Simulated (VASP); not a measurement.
AlP, 2 atoms in the cell. Symmetry: F-43m, No. 216, cubic system. Conventional cell: a = 5.463 Å, b = 5.463 Å, c = 5.463 Å, α = 90.00°, β = 90.00°, γ = 90.00°. Within 3.1 Å of Al (site symmetry -43m) lie 4 P at 2.37 Å. P (site symmetry -43m) has 4 Al at 2.37 Å within 3.1 Å. 

- Program: VASP 6.6.1
- Task: G0W0 quasiparticle levels
- Functional: PBE
- Potentials or basis: VASP PAW PBE potentials, release 64 (Al_GW, P_GW)
- Cutoff: 500 eV
- k mesh: 2 × 2 × 2
- Occupations: gaussian, width 0.01 eV
- Spin: no spin polarisation
- Dipole correction: no
- GW scheme: G0W0
- GW iterations: 1
- Cutoff of the response function: 113.3
- Frequency points: 48
- Empty bands: 201
- Further INCAR settings: ALGO = EVGW0; EDIFF = 1e-08; NBANDS = 205

Potentials or basis: VASP PAW PBE potentials, release 64 (Al_GW, P_GW).

The run is started by

```console
$ cat potpaw_PBE.64/Al_GW/POTCAR potpaw_PBE.64/P_GW/POTCAR > POTCAR
$ cp INCAR.step1 INCAR
$ mpirun -np 1 vasp_std > vasp.out
$ cp INCAR.step2 INCAR
$ mpirun -np 1 vasp_std > vasp.out
$ cp INCAR.step3 INCAR
$ mpirun -np 1 vasp_std > vasp.out
```

Hardware: 1 thread of Intel(R) Xeon(R) 6975P-C (Granite Rapids), with other jobs on the host.

Question: Estimate the wall time of this run.

Answer: Wall time 14 s on 1 thread of Intel(R) Xeon(R) 6975P-C (Granite Rapids), with other jobs on the host, peak memory 0.26 GiB. Counts: k points 3.
